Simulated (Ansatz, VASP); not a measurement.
Two plane-wave programs on Ga2AsN

```
N Ga As
1.0
     3.46390    0.00000    0.00000
     0.00000    3.46390    0.00000
     0.00000    0.00000    4.84503
N Ga As
1 2 1
Direct
  0.00000 0.00000 0.00000
  0.00000 0.00000 0.50000
  0.50000 0.50000 0.00000
  0.50000 0.50000 0.50000
```

Alike in both runs: task single point; functional HSE06; k mesh 4 × 4 × 2; occupations fermi-dirac, width 0.02 eV; no spin polarisation.

|  | VASP | Ansatz |
| --- | --- | --- |
| version | VASP 6.6.1 | Ansatz 0.2.0 |
| potentials or method | VASP PAW PBE potentials, release 64 (N, Ga_d, As) | plane waves, PAW |
| plane-wave cutoff (eV) | 520 | 420 |
| valence electrons in the cell | 36 | 46 |

Ansatz gave:

- pressure (GPa): -0.4

**Question.** Estimate VASP's values.

**Answer.** Pressure (GPa): -0.3.

With one functional, cell and mesh, what is left measures potentials, basis and numerics. VASP's potentials hold 36 valence electrons a cell and Ansatz's 46, so a difference there can come from the potentials and not from the codes. Ansatz's warnings: filled band counts differ across k points, stress exchange threshold loose, stress scf threshold loose.

The k mesh is coarse, so the values compare programs but aren't converged.
